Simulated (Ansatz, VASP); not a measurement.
## Two plane-wave programs on AlCu3

```
Al Cu
1.0
     3.52909    0.00000    0.00000
     0.00000    3.52909    0.00000
     0.00000    0.00000    3.52909
Al Cu
1 3
Direct
  0.00000 0.00000 0.00000
  0.50000 0.47860 0.00000
  0.50000 0.00000 0.50000
  0.00000 0.52140 0.50000
```

Change from the starting cell: mode 5 frozen in at -0.077 Å, equal normal strain along x, y and z -0.0167.

Alike in both runs: task single point; functional LDA; k mesh 12 × 12 × 12; occupations gaussian, width 0.15 eV; no spin polarisation.

```csv
,VASP,Ansatz
version,VASP 6.6.1,Ansatz 0.2.0
potentials or method,"VASP PAW LDA potentials, release 64 (Al, Cu), cutoff 520 eV","scalar-relativistic, plane waves, PAW"
valence electrons in the cell,36,60
```

VASP gave:

* gap on the k mesh at the Fermi level (eV): none
* pressure (GPa): 10.8
* traceless stress, the component that is largest in VASP (GPa): 0.07
* rms of the force components (eV/Å): 0.257

Task: Estimate Ansatz's values.

Result: gap on the k mesh at the Fermi level (eV): none; pressure (GPa): 10.1; traceless stress, the component that is largest in VASP (GPa): 0.07; rms of the force components (eV/Å): 0.254.

Ansatz warns that its potentials were made for another functional, while VASP's fit it. LDA's correlation is that of Perdew and Zunger in VASP and of Perdew and Wang (1992) in Ansatz. Atom by atom the forces differ by 0.003 eV/Å (rms over components). A gap of «none» marks a metal or a gap that the smearing closes. VASP's potentials hold 36 valence electrons a cell and Ansatz's 60, so a difference there can come from the potentials and not from the codes.
